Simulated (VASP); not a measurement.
# LiF (P6_3mc) in VASP: further runs

LiF is run at these levels: LDA; tasks: single point.

Program: VASP 6.6.1. These are calculated values, not measurements. Logs are shortened: lines on timing, memory, paths and dates and some standing lists are left out, and cuts for length are marked.

## (1) The cell of the first run

Symmetry: P6_3mc, No. 186, hexagonal system. The conventional cell has a = 2.998 Å, b = 2.998 Å, c = 4.758 Å, α = 90.00°, β = 90.00°, γ = 120.00°. Within 2.4 Å of Li (site symmetry 3m) lie 4 F at 1.77 to 2.00 Å. F (site symmetry 3m) has 4 Li at 1.77 to 2.00 Å within 2.4 Å.

## (2) Single point, LDA (c/a of the conventional cell at fixed volume 1.5868)

Contents of INCAR:

```
SYSTEM = LiF
ALGO = Normal
EDIFF = 1E-6
ENCUT = 520
ISIF = 2
ISMEAR = 0
LASPH = .TRUE.
LCHARG = .FALSE.
LREAL = .FALSE.
LWAVE = .FALSE.
NBANDS = 18
NELM = 60
PREC = Accurate
SIGMA = 0.05
```

Contents of KPOINTS:

```
k-points
0
G
  9 9 6
  0 0 0
```

Contents of POSCAR:

```
LiF
1.0
    2.9984347243      0.0000000000      0.0000000000
   -1.4992173621      2.5967206428      0.0000000000
    0.0000000000      0.0000000000      4.7579162205
Li F
2 2
Direct
    0.3333333333      0.6666666667      0.4120529761
    0.6666666667      0.3333333333      0.9120529761
    0.3333333333      0.6666666667      0.9910195924
    0.6666666667      0.3333333333      0.4910195924
```

Potentials or basis: VASP PAW LDA potentials, release 64 (Li_sv, F).

Run with:

```bash
> cat potpaw_LDA.64/Li_sv/POTCAR potpaw_LDA.64/F/POTCAR > POTCAR
> mpirun -np 1 vasp_std > vasp.out
```

OUTCAR:

```text
SYSTEM = LiF
   EDIFF = 1E-6
   ENCUT = 520
   ISIF = 2
   ISMEAR = 0
   LASPH = .TRUE.
   LREAL = .FALSE.
   NELM = 60
   PREC = Accurate

 ion  position               nearest neighbor table
   1  0.333  0.667  0.412-   4 1.77   4 1.77   4 1.77   3 2.00
   2  0.667  0.333  0.912-   3 1.77   3 1.77   3 1.77   4 2.00
   3  0.333  0.667  0.991-   2 1.77   2 1.77   2 1.77   1 2.00
   4  0.667  0.333  0.491-   1 1.77   1 1.77   1 1.77   2 2.00

  LATTYP: Found a hexagonal cell.
 ALAT       =     2.9984347243
 C/A-ratio  =     1.5868000000

  Lattice vectors:

 A1 = (   2.9984347243,   0.0000000000,   0.0000000000)
 A2 = (  -1.4992173621,   2.5967206428,   0.0000000000)
 A3 = (   0.0000000000,   0.0000000000,   4.7579162205)

Analysis of symmetry for initial positions (statically):
=====================================================================
 Subroutine PRICEL returns:
 Original cell was already a primitive cell.

 Routine SETGRP: Setting up the symmetry group for a
 hexagonal supercell.

 Subroutine GETGRP returns: Found 12 space group operations
 (whereof  6 operations were pure point group operations)
 out of a pool of 24 trial point group operations.

The static configuration has the point symmetry C_3v.
 The point group associated with its full space group is C_6v.

Analysis of symmetry for dynamics (positions and initial velocities):
=====================================================================
 Subroutine PRICEL returns:
 Original cell was already a primitive cell.

 Routine SETGRP: Setting up the symmetry group for a
 hexagonal supercell.

 Subroutine GETGRP returns: Found 12 space group operations
 (whereof  6 operations were pure point group operations)
 out of a pool of 24 trial point group operations.

The dynamic configuration has the point symmetry C_3v.
 The point group associated with its full space group is C_6v.

 Subroutine INISYM returns: Found 12 space group operations
 (whereof  6 operations are pure point group operations),
 and found     1 'primitive' translations

----------------------------------------------------------------------------------------

                                     Primitive cell

  volume of cell :      37.0456

  direct lattice vectors                    reciprocal lattice vectors
     2.998434724  0.000000000  0.000000000     0.333507344  0.192550555  0.000000000
    -1.499217362  2.596720643  0.000000000     0.000000000  0.385101109  0.000000000
     0.000000000  0.000000000  4.757916221     0.000000000  0.000000000  0.210176042

  length of vectors
     2.998434724  2.998434724  4.757916221     0.385101109  0.385101109  0.210176042

[... 83 lines left out ...]
   NELM   =     60;   NELMIN=  2; NELMDL= -5     # of ELM steps
   EDIFF  = 0.1E-05   stopping-criterion for ELM
   LREAL  =      F    real-space projection
   EDIFFG = 0.1E-04   stopping-criterion for IOM
   NSW    =      0    number of steps for IOM
   IBRION =     -1    ionic relax: 0-MD 1-quasi-New 2-CG
   NFREE  =      0    steps in history (QN), initial steepest desc. (CG)
   ISIF   =      2    stress and relaxation
   ISYM   =      2    0-nonsym 1-usesym 2-fastsym
   POTIM  = 0.5000    time-step for ionic-motion
   TEBEG  =    0.0;   TEEND  =   0.0 temperature during run
   PSTRESS=    0.0 pullay stress
   NELECT =      20.0000    total number of electrons
   NUPDOWN=      -1.0000    fix difference up-down
   EMIN   =  10.00;   EMAX   =-10.00  energy-range for DOS
   EFERMI =   0.00;   METHOD = LEGACY
   ISMEAR =     0;   SIGMA  =   0.05  broadening in eV -4-tet -1-fermi 0-gaus
   EFERMI_NEDOS =   21; number of points for ismear=-14 and -15
   IALGO  =     38    algorithm
   IMIX   =      4    mixing-type and parameters
     AMIX     =   0.40;   BMIX     =  1.00
     AMIX_MAG =   1.60;   BMIX_MAG =  1.00
  volume/ion in A,a.u.               =       9.26        62.50
  Fermi-wavevector in a.u.,A,eV,Ry     =   1.333028  2.519058 24.177060  1.776964
  Thomas-Fermi vector in A             =   2.461918
   LORBIT       =      0    0 simple, 1 ext, 2 COOP (PROOUT), +10 PAW based schemes
   GGA     = CA    functional components
   LHFCALC =     F    Hartree Fock is set to
   AEXX    =    0.0000 exact exchange contribution
   IVDW    =     0    specifies the selected vdW correction
   LEPSILON=     F    determine dielectric tensor
   LRPA    =     F    only Hartree local field effects (RPA)
 non-spin polarized calculation
 Gauss-broadening in eV      SIGMA  =   0.05
  energy-cutoff  :      520.00
  volume of cell :       37.05
 maximum number of plane-waves:      1020
 NGX is ok and might be reduce to    24
   NGX = 11   NGY = 11   NGZ = 17

 number of electron      20.0000030 magnetization

 Free energy of the ion-electron system (eV)
  ---------------------------------------------------
  ext. energy  EPLUGINS =         0.00000000
  ---------------------------------------------------
  free energy    TOTEN  =       -20.72985869 eV

  energy without entropy =      -20.72985869  energy(sigma->0) =      -20.72985869

 E-fermi :  -2.0461     XC(G=0):  -9.8651

 val. band max:       -2.2929066802   @ k =   0.0000   0.0000   0.0000
 cond. band min:       5.4181933149   @ k =   0.0000   0.0000   0.0000
 fundamental gap:      7.7110999951
 Fermi energy:        -2.0461138667

 k-point     1 :       0.0000    0.0000    0.0000
  band No.  band energies     occupation
      1     -41.5690      2.00000
      2     -41.5134      2.00000
      3     -21.5607      2.00000
      4     -21.2153      2.00000
      5      -5.0089      2.00000
      6      -3.0180      2.00000
[... 481 lines left out ...]
      5      -4.8180      2.00000
      6      -3.8493      2.00000
[... 10 lines left out ...]
     17      16.1001      0.00000
     18      19.3577      0.00000

 [... further k-points ...]
[... 5 lines left out ...]
  --------------------------------------------------------------------------------------
  -------------------------------------------------------------------------------------
  Total        0.8780610      0.8780610     -1.1541768      0.0000000      0.0000000      0.0000000
  in kB       37.9750765     37.9750765    -49.9167493      0.0000000      0.0000000      0.0000000
  external PRESSURE =       8.6778012 kB  Pullay stress =       0.0000000 kB

 VOLUME and BASIS-vectors are now :
 -----------------------------------------------------------------------------
  energy-cutoff  :      520.00
  volume of cell :       37.05
      direct lattice vectors                 reciprocal lattice vectors
     2.998434724  0.000000000  0.000000000     0.333507344  0.192550555  0.000000000
    -1.499217362  2.596720643  0.000000000     0.000000000  0.385101109  0.000000000
     0.000000000  0.000000000  4.757916221     0.000000000  0.000000000  0.210176042

 POSITION                                       TOTAL-FORCE (eV/Angst)
 -----------------------------------------------------------------------------------
     -0.00000      1.73115      1.96051         0.000000     -0.000000     -0.357264
      1.49922      0.86557      4.33947        -0.000000      0.000000     -0.357264
     -0.00000      1.73115      4.71519        -0.000000      0.000000      0.357264
      1.49922      0.86557      2.33623         0.000000     -0.000000      0.357264
 -----------------------------------------------------------------------------------
    total drift:                                0.000001      0.000001     -0.000022

  FREE ENERGIE OF THE ION-ELECTRON SYSTEM (eV)
  ---------------------------------------------------
  free  energy   TOTEN  =       -20.7298586862 eV

  energy  without entropy=      -20.7298586862  energy(sigma->0) =      -20.72985869
```

OSZICAR:

```text
N       E                     dE             d eps       ncg     rms          rms(c)
DAV:   1     0.117128911862E+03    0.11713E+03   -0.10866E+04  1736   0.121E+03
DAV:   2    -0.119819230970E+02   -0.12911E+03   -0.12656E+03  2020   0.299E+02
DAV:   3    -0.220522675350E+02   -0.10070E+02   -0.10008E+02  3184   0.617E+01
DAV:   4    -0.221571933377E+02   -0.10493E+00   -0.10474E+00  2198   0.737E+00
DAV:   5    -0.221583899342E+02   -0.11966E-02   -0.11961E-02  2272   0.659E-01    0.701E+00
DAV:   6    -0.207589406577E+02    0.13994E+01   -0.36203E+00  1794   0.146E+01    0.218E+00
DAV:   7    -0.207396273759E+02    0.19313E-01   -0.11066E-01  1972   0.240E+00    0.138E+00
DAV:   8    -0.207306257734E+02    0.90016E-02   -0.41032E-02  2334   0.195E+00    0.313E-01
DAV:   9    -0.207296973569E+02    0.92842E-03   -0.51445E-03  1954   0.604E-01    0.834E-02
DAV:  10    -0.207298630993E+02   -0.16574E-03   -0.25945E-04  1844   0.138E-01    0.244E-02
DAV:  11    -0.207298588390E+02    0.42603E-05   -0.16887E-05  2358   0.410E-02    0.529E-03
DAV:  12    -0.207298586862E+02    0.15279E-06   -0.60722E-07  1558   0.789E-03
   1 F= -.20729859E+02 E0= -.20729859E+02  d E =-.152902E-14
```

Wall time 21 s (1 thread of Intel Xeon Platinum 8488C (Sapphire Rapids), shared host); peak memory 0.14 GiB.

What came out:

```
Free energy            : -20.7299 eV
Largest force          : 0.357 eV/Å
Band gap on the k mesh : 7.71 eV, direct
```

Forces in eV/Å, atoms in the order of the input:
```
Li   0.000  0.000 -0.357
Li   0.000  0.000 -0.357
F    0.000  0.000  0.357
F    0.000  0.000  0.357
```

Caveat: the cutoff is under 1.25 times the usual one of these potentials, so pressure, stress and relaxed cells hold a basis-set (Pulay) error. A k mesh can miss the band edges.

(Part 1 of 2 ends here.)
